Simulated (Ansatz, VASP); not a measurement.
**TiC in VASP and in Ansatz**

```
Ti C
1.0
     0.00000    2.12211    2.12211
     2.12211    0.00000    2.12211
     2.12211    2.12211    0.00000
Ti C
1 1
Direct
  0.00000 0.00000 0.00000
  0.50000 0.50000 0.50000
```

Change from the starting cell: volume scaled by 0.94, LAPW.

Alike in both runs: task single point; functional PBE; k mesh 15 × 15 × 15; occupations fermi-dirac, width 0.05 eV; no spin polarisation.

|  | VASP | Ansatz |
| --- | --- | --- |
| version | VASP 6.6.1 | Ansatz 0.2.0 |
| potentials or method | VASP PAW PBE potentials, release 64 (Ti_sv, C), cutoff 520 eV | all-electron LAPW, scalar-relativistic |

|  | VASP | Ansatz | Ansatz less VASP |
| --- | --- | --- | --- |
| pressure (GPa) | 17.8 | 17.6 | -0.22 |

Ansatz ran all-electron here, and VASP with PAW potentials.
